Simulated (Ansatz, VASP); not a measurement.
**One calculation of Pt, two programs**

INCAR

```
PREC     = Accurate       # precision mode
ENCUT    = 500            # plane-wave cutoff, eV
EDIFF    = 1E-6           # SCF threshold, eV
ISMEAR   = 1              # smearing method
SIGMA    = 0.05           # smearing width, eV
LREAL    = F              # projectors in reciprocal space
LASPH    = T              # aspherical terms in the spheres
NELM     = 120            # most SCF steps
ALGO     = Normal         # electronic algorithm
ISIF     = 2              # what is computed and relaxed
LWAVE    = F              # write WAVECAR
LCHARG   = T              # write CHGCAR
GGA      = PE             # functional
LELF     = T              # ELF
LVHAR    = T            
NBANDS   = 11             # bands
GGA_COMPAT= F
```

KPOINTS

```
regular mesh
0
Gamma
  6 6 6
```

File POSCAR:

```
Pt
1.0
    0.0000000000      1.9609000000      1.9609000000
    1.9609000000      0.0000000000      1.9609000000
    1.9609000000      1.9609000000      0.0000000000
Pt
1
Direct
    0.0000000000      0.0000000000      0.0000000000
```

Input for Ansatz:

```yaml
crystal:
  lattice:
    bravais: fcc
    a: 3.9218
  space_group: 225
  atoms:
    - { symbol: Pt, position: [0.0, 0.0, 0.0] }
  reduce_to_primitive: true
basis:
  ecutwfc: 530.0
  ecutrho_ratio: 6
kpoints:
  mp_grid:
    grid: [6, 6, 6]
hamiltonian:
  xc: pbe
scf:
  occupations:
    method: methfessel_paxton
    width: 0.05
output:
  stress: true
```

Alike in both runs: task single point; functional PBE; k mesh 6 × 6 × 6; occupations methfessel-paxton of order 1, width 0.05 eV; no spin polarisation.

|  | VASP | Ansatz |
| --- | --- | --- |
| version | VASP 6.6.1 | Ansatz 0.2.0 |
| potentials or method | VASP PAW PBE potentials, release 64 (Pt), cutoff 500 eV | plane waves, PAW |
| valence electrons in the cell | 10 | 18 |

```tsv
	VASP	Ansatz	Ansatz less VASP
pressure (GPa)	6.7	7.3	+0.56
```

VASP's potentials hold 10 valence electrons a cell and Ansatz's 18, so a difference there can come from the potentials and not from the codes.

The k mesh is coarse, so the values compare programs but aren't converged. Spin-orbit coupling is off throughout.
